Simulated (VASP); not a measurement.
# Hf5C3 (Cmmm) in VASP: single point with PBE

Aim: the single point of Hf5C3 with PBE.

Program: VASP 6.6.1. These are calculated values, not measurements. Logs are shortened: lines on timing, memory, paths and dates and some standing lists are left out, and cuts for length are marked.

## Step 1: The cell of the first run

Symmetry: Cmmm, No. 65, orthorhombic system. Conventional cell: a = 7.236 Å, b = 10.239 Å, c = 3.320 Å, α = 90.00°, β = 90.00°, γ = 90.00°. Within 3.1 Å of Hf (site symmetry mmm) lie 4 C at 2.34 Å and 4 Hf at 2.72 Å. Within 3.5 Å of Hf (site symmetry 2/m) lie 6 C at 2.62 to 3.13 Å and 8 Hf at 3.07 to 3.32 Å. Within 2.9 Å of Hf (site symmetry 2mm) lie 4 C at 2.22 to 2.71 Å and 2 Hf at 2.72 Å. C (site symmetry mmm) has 4 Hf at 2.22 Å within 2.9 Å. Within 3.1 Å of C (site symmetry m2m) lie 8 Hf at 2.34 to 2.71 Å.

## Step 2: Single point, PBE

The input, INCAR:

```
SYSTEM = Hf5C3
ALGO = Normal ; EDIFF = 1E-7
ENCUT = 520 ; GGA = PE
ISIF = 2 ; ISMEAR = 0
LASPH = .TRUE. ; LCHARG = .FALSE.
LREAL = .FALSE. ; LWAVE = .FALSE.
NBANDS = 41 ; NELM = 80
PREC = Accurate ; SIGMA = 0.1
```

The input, KPOINTS:

```
k-points
0
G
  6 6 10
  0 0 0
```

The input, POSCAR:

```
Hf5C3
1.0
    3.6179673158     -5.1195142267      0.0000000000
    3.6179673158      5.1195142267      0.0000000000
    0.0000000000      0.0000000000      3.3204066823
Hf C
5 3
Direct
    0.0000000000      0.0000000000      0.0000000000
    0.0000000000      0.5000000000      0.0000000000
    0.5000000000      0.0000000000      0.0000000000
    0.2971949674      0.2971949674      0.5000000000
    0.7028050326      0.7028050326      0.5000000000
    0.5000000000      0.5000000000      0.0000000000
    0.8395956725      0.1604043275      0.5000000000
    0.1604043275      0.8395956725      0.5000000000
```

Potentials or basis: VASP PAW PBE potentials, release 64 (Hf_pv, C).

Started as:

```sh
$ cat potpaw_PBE.64/Hf_pv/POTCAR potpaw_PBE.64/C/POTCAR > POTCAR
$ mpirun -np 1 vasp_std > vasp.out
```

OUTCAR:

```text
SYSTEM = Hf5C3
   EDIFF = 1E-7
   ENCUT = 520
   GGA = PE
   ISIF = 2
   ISMEAR = 0
   LASPH = .TRUE.
   LREAL = .FALSE.
   NELM = 80
   PREC = Accurate

 ion  position               nearest neighbor table
   1  0.000  0.000  0.000-   7 2.34   8 2.34   7 2.34   8 2.34   4 2.72   5 2.72   4 2.72   5 2.72
                             2 3.13   3 3.13   2 3.13   3 3.13
   2  0.000  0.500  0.000-   7 2.62   8 2.62   7 2.62   8 2.62   4 3.07   5 3.07   4 3.07   5 3.07
                             1 3.13   1 3.13   3 3.62   3 3.62
   3  0.500  0.000  0.000-   7 2.62   8 2.62   7 2.62   8 2.62   4 3.07   5 3.07   4 3.07   5 3.07
                             1 3.13   1 3.13   2 3.62   2 3.62
   4  0.297  0.297  0.500-   6 2.22   6 2.22   8 2.71   7 2.71   1 2.72   1 2.72   5 2.93   2 3.07
                             2 3.07   3 3.07   3 3.07
   5  0.703  0.703  0.500-   6 2.22   6 2.22   8 2.71   7 2.71   1 2.72   1 2.72   4 2.93   2 3.07
                             2 3.07   3 3.07   3 3.07
   6  0.500  0.500  0.000-   4 2.22   5 2.22   4 2.22   5 2.22
   7  0.840  0.160  0.500-   1 2.34   1 2.34   3 2.62   2 2.62   2 2.62   3 2.62   5 2.71   4 2.71

   8  0.160  0.840  0.500-   1 2.34   1 2.34   3 2.62   2 2.62   2 2.62   3 2.62   5 2.71   4 2.71

  LATTYP: Found a base centered orthorhombic cell.
 ALAT       =     7.2359346316
 B/A-ratio  =     1.4150250071
 C/A-ratio  =     0.4588773740

  Lattice vectors:

 A1 = (   3.6179673158,  -5.1195142267,   0.0000000000)
 A2 = (   3.6179673158,   5.1195142267,   0.0000000000)
 A3 = (   0.0000000000,   0.0000000000,   3.3204066823)

Analysis of symmetry for initial positions (statically):
=====================================================================
 Subroutine PRICEL returns:
 Original cell was already a primitive cell.

 Routine SETGRP: Setting up the symmetry group for a
 base centered orthorhombic supercell.

 Subroutine GETGRP returns: Found  8 space group operations
 (whereof  8 operations were pure point group operations)
 out of a pool of  8 trial point group operations.

The static configuration has the point symmetry D_2h.

Analysis of symmetry for dynamics (positions and initial velocities):
=====================================================================
 Subroutine PRICEL returns:
 Original cell was already a primitive cell.

 Routine SETGRP: Setting up the symmetry group for a
 base centered orthorhombic supercell.

 Subroutine GETGRP returns: Found  8 space group operations
 (whereof  8 operations were pure point group operations)
 out of a pool of  8 trial point group operations.

The dynamic configuration has the point symmetry D_2h.

 Subroutine INISYM returns: Found  8 space group operations
[... 113 lines left out ...]
   IBRION =     -1    ionic relax: 0-MD 1-quasi-New 2-CG
   NFREE  =      0    steps in history (QN), initial steepest desc. (CG)
   ISIF   =      2    stress and relaxation
   ISYM   =      2    0-nonsym 1-usesym 2-fastsym
   POTIM  = 0.5000    time-step for ionic-motion
   TEBEG  =    0.0;   TEEND  =   0.0 temperature during run
   PSTRESS=    0.0 pullay stress
   NELECT =      62.0000    total number of electrons
   NUPDOWN=      -1.0000    fix difference up-down
   EMIN   =  10.00;   EMAX   =-10.00  energy-range for DOS
   EFERMI =   0.00;   METHOD = LEGACY
   ISMEAR =     0;   SIGMA  =   0.10  broadening in eV -4-tet -1-fermi 0-gaus
   EFERMI_NEDOS =   21; number of points for ismear=-14 and -15
   IALGO  =     38    algorithm
   IMIX   =      4    mixing-type and parameters
     AMIX     =   0.40;   BMIX     =  1.00
     AMIX_MAG =   1.60;   BMIX_MAG =  1.00
  volume/ion in A,a.u.               =      15.38       103.76
  Fermi-wavevector in a.u.,A,eV,Ry     =   1.302868  2.462064 23.095423  1.697466
  Thomas-Fermi vector in A             =   2.433908
   LORBIT       =      0    0 simple, 1 ext, 2 COOP (PROOUT), +10 PAW based schemes
   GGA     = PE    functional components
   LHFCALC =     F    Hartree Fock is set to
   AEXX    =    0.0000 exact exchange contribution
   IVDW    =     0    specifies the selected vdW correction
   LEPSILON=     F    determine dielectric tensor
   LRPA    =     F    only Hartree local field effects (RPA)
 non-spin polarized calculation
 Gauss-broadening in eV      SIGMA  =   0.10
  energy-cutoff  :      520.00
  volume of cell :      123.00
 maximum number of plane-waves:      3338
 NGX is ok and might be reduce to    48
   NGX = 23   NGY = 23   NGZ = 13

 number of electron      61.9999996 magnetization

 Free energy of the ion-electron system (eV)
  ---------------------------------------------------
  ext. energy  EPLUGINS =         0.00000000
  ---------------------------------------------------
  free energy    TOTEN  =       -75.72977192 eV

  energy without entropy =      -75.70698082  energy(sigma->0) =      -75.71837637

 E-fermi :   5.6346     XC(G=0): -11.7594

 val. band max:        5.6328179390   @ k =   0.3333   0.0000   0.1000
 cond. band min:       5.6382814846   @ k =   0.3333   0.1667   0.4000
 fundamental gap:      0.0054635456
 Fermi energy:         5.6345912377

 k-point     1 :       0.0000    0.0000    0.0000
  band No.  band energies     occupation
      1     -25.6332      2.00000
      2     -25.4997      2.00000
      3     -25.4259      2.00000
      4     -25.3272      2.00000
      5     -25.1818      2.00000
      6     -25.1489      2.00000
[... 1045 lines left out ...]
     40       8.8681      0.00000
     41       9.0484      0.00000

 [... further k-points ...]
[... 5 lines left out ...]
  --------------------------------------------------------------------------------------
  -------------------------------------------------------------------------------------
  Total       -0.6080621     -0.6271323     -0.3474545     -0.0000000      0.0000000      0.0000000
  in kB       -7.9203411     -8.1687408     -4.5257844     -0.0000000      0.0000000      0.0000000
  external PRESSURE =      -6.8716221 kB  Pullay stress =       0.0000000 kB

 VOLUME and BASIS-vectors are now :
 -----------------------------------------------------------------------------
  energy-cutoff  :      520.00
  volume of cell :      123.00
      direct lattice vectors                 reciprocal lattice vectors
     3.617967316 -5.119514227  0.000000000     0.138199148 -0.097665516  0.000000000
     3.617967316  5.119514227  0.000000000     0.138199148  0.097665516  0.000000000
     0.000000000  0.000000000  3.320406682     0.000000000  0.000000000  0.301167928

 POSITION                                       TOTAL-FORCE (eV/Angst)
 -----------------------------------------------------------------------------------
      0.00000      0.00000      0.00000         0.000000     -0.000000      0.000000
      1.80898      2.55976      0.00000         0.000000     -0.000000      0.000000
      1.80898     -2.55976      0.00000         0.000000     -0.000000      0.000000
      2.15048      0.00000      1.66020        -0.029112     -0.000000     -0.000000
      5.08545      0.00000      1.66020         0.029112     -0.000000      0.000000
      3.61797      0.00000      0.00000        -0.000000     -0.000000      0.000000
      3.61797     -3.47713      1.66020         0.000000     -0.007407      0.000000
      3.61797      3.47713      1.66020         0.000000      0.007407     -0.000000
 -----------------------------------------------------------------------------------
    total drift:                                0.000000      0.000000     -0.000000

  FREE ENERGIE OF THE ION-ELECTRON SYSTEM (eV)
  ---------------------------------------------------
  free  energy   TOTEN  =       -75.7297719182 eV

  energy  without entropy=      -75.7069808245  energy(sigma->0) =      -75.71837637
```

OSZICAR:

```text
N       E                     dE             d eps       ncg     rms          rms(c)
DAV:   1     0.269805403861E+03    0.26981E+03   -0.33477E+04  6492   0.146E+03
DAV:   2    -0.650205609661E+02   -0.33483E+03   -0.31860E+03  7549   0.361E+02
DAV:   3    -0.851312846906E+02   -0.20111E+02   -0.19395E+02  8247   0.603E+01
DAV:   4    -0.855983239303E+02   -0.46704E+00   -0.46308E+00  8080   0.937E+00
DAV:   5    -0.856101610862E+02   -0.11837E-01   -0.11824E-01  8302   0.132E+00    0.106E+02
DAV:   6    -0.760991677459E+02    0.95110E+01   -0.56007E+01  7833   0.238E+01    0.704E+01
DAV:   7    -0.760515783588E+02    0.47589E-01   -0.91897E+00  7812   0.115E+01    0.289E+01
DAV:   8    -0.758158376100E+02    0.23574E+00   -0.28202E+00  8363   0.797E+00    0.580E+00
DAV:   9    -0.757354247303E+02    0.80413E-01   -0.55088E-01  7970   0.298E+00    0.314E+00
DAV:  10    -0.757326356848E+02    0.27890E-02   -0.74635E-02  8934   0.117E+00    0.982E-01
DAV:  11    -0.757298580780E+02    0.27776E-02   -0.14813E-02  8553   0.527E-01    0.311E-01
DAV:  12    -0.757297877592E+02    0.70319E-04   -0.31210E-03  7879   0.225E-01    0.141E-01
DAV:  13    -0.757297765540E+02    0.11205E-04   -0.15846E-04  7742   0.585E-02    0.708E-02
DAV:  14    -0.757297731371E+02    0.34169E-05   -0.19627E-05  8207   0.207E-02    0.137E-02
DAV:  15    -0.757297719991E+02    0.11380E-05   -0.38222E-06  8614   0.995E-03    0.517E-03
DAV:  16    -0.757297719182E+02    0.80943E-07   -0.65482E-07  7696   0.367E-03
   1 F= -.75729772E+02 E0= -.75718376E+02  d E =-.227911E-01
```

stdout:

```text
POSCAR found type information on POSCAR HfC
 POSCAR found :  2 types and       8 ions
 scaLAPACK will be used
 LDA part: xc-table for (Slater+PW92), standard interpolation
 POSCAR, INCAR and KPOINTS ok, starting setup
 FFT: planning ... GRIDC
 FFT: planning ... GRID_SOFT
 FFT: planning ... GRID
 WAVECAR not read
 entering main loop
```

It took 8.5 min on 1 thread of Oxide Virtual Turin-like, shared host; peak memory 0.41 GiB.

Results:

* Free energy: -75.7298 eV
* Pressure: -0.7 GPa
* Largest force: 0.029 eV/Å
* Band gap on the k mesh: zero (band 31 reaches 6.02 eV, above the bottom of band 32 at 5.14 eV)

Forces in eV/Å, atoms in the order of the input:
```
Hf   0.000  0.000  0.000
Hf   0.000  0.000  0.000
Hf   0.000  0.000  0.000
Hf  -0.029  0.000  0.000
Hf   0.029  0.000  0.000
C    0.000  0.000  0.000
C    0.000 -0.007  0.000
C    0.000  0.007  0.000
```

Caveat: spin-orbit coupling is left out, which moves the levels of the heavy elements.
